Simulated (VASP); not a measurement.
A run of VASP 6.6.1 is set up as follows.

The input INCAR:

```
SYSTEM = Re
  PREC = Accurate
  ENCUT = 520
  EDIFF = 1E-8
  ISMEAR = -1
  SIGMA = 0.05
  LREAL = .False.
  LASPH = .True.
  NELM = 100
  ALGO = Normal
  ISIF = 2
  LWAVE = .False.
  LCHARG = .False.
  GGA = PE
  LEFG = .True.
  NBANDS = 10
```

KPOINTS

```
regular mesh
0
Gamma
  14 14 14
  0 0 0
```

POSCAR

```
Re
1.0
    0.0296250000      1.9898125000      1.9898125000
    1.9898125000      0.0296250000      1.9898125000
    1.9898125000      1.9898125000      0.0296250000
Re
1
Direct
    0.0000000000      0.0000000000      0.0000000000
```

Potentials or basis: VASP PAW PBE potentials, release 64 (Re).

Run with:

```sh
$ cat potpaw_PBE.64/Re/POTCAR > POTCAR
$ mpirun -np 1 vasp_std > vasp.out
```

(1) Predict the pressure.

## Answers

(1) -9.5 GPa.

Caveat: the cell differs from its parent crystal (equal xy, yz and zx shear strains of +1.5 %); without QUAD_EFG the Cq values of the log hold for a quadrupole moment of 1 mb, not for the nuclei.
